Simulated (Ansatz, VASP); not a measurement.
One calculation of BN, two programs

INCAR

```
SYSTEM = BN
  PREC = Accurate
  ENCUT = 520
  EDIFF = 1E-7
  ISMEAR = -1
  SIGMA = 0.02
  LREAL = .False.
  LASPH = .True.
  NELM = 60
  ALGO = Normal
  ISIF = 2
  LWAVE = .False.
  LCHARG = .False.
  GGA = PE
  NBANDS = 11
```

The input KPOINTS:

```
Automatic mesh
0
Gamma
  12 12 12
  0 0 0
```

The input POSCAR:

```
BN
1.0
    0.0000000000      1.8048254650      1.7867772104
    1.8048254650      0.0000000000      1.7867772104
    1.8048254650      1.8048254650      0.0000000000
B N
1 1
Direct
    0.0000000000      0.0000000000      0.0000000000
    0.2500000000      0.2500000000      0.2500000000
```

Input for Ansatz:

```yaml
crystal:
  lattice:
    - [0.0, 1.804825465, 1.7867772104]
    - [1.804825465, 0.0, 1.7867772104]
    - [1.804825465, 1.804825465, 0.0]
  atoms:
    - { symbol: B, position: [0.0, 0.0, 0.0] }
    - { symbol: "N", position: [0.25, 0.25, 0.25] }
kpoints:
  mp_grid: { grid: [12, 12, 12] }
  band_path:
    path:
      - [0.0, 0.0, 0.0]
      - [-0.5, -0.5, 0.0]
      - [-0.375, -0.375, 0.25]
      - [-0.375, 0.0, 0.375]
      - [0.0, 0.0, 0.5]
      - [-0.5, -0.25, 0.25]
    npoints: 1
hamiltonian:
  xc: pbe
scf:
  occupations: { method: fermi_dirac, width: 0.02 }
  n_extra_bands: 4
output:
  forces: true
  stress: true
  eigenvalues: true
```

Change from the starting cell: uniaxial_z strain -1.0%.

Alike in both runs: task single point; functional PBE; k mesh 12 × 12 × 12; occupations fermi-dirac, width 0.02 eV; no spin polarisation.

|  | VASP | Ansatz |
| --- | --- | --- |
| version | VASP 6.6.1 | Ansatz 0.2.0 |
| potentials or method | VASP PAW PBE potentials, release 64 (B, N) | plane waves, PAW |
| plane-wave cutoff (eV) | 520 | 420 |
| valence electrons in the cell | 8 | 8 |

VASP gave:

- gap on the k mesh at the Fermi level (eV): 4.29
- pressure (GPa): 9.0
- traceless stress, the component that is largest in VASP (GPa): 4.12

Problem. Which values does Ansatz return?

Solution. gap on the k mesh at the Fermi level (eV): 4.30; pressure (GPa): 8.7; traceless stress, the component that is largest in VASP (GPa): 4.12.
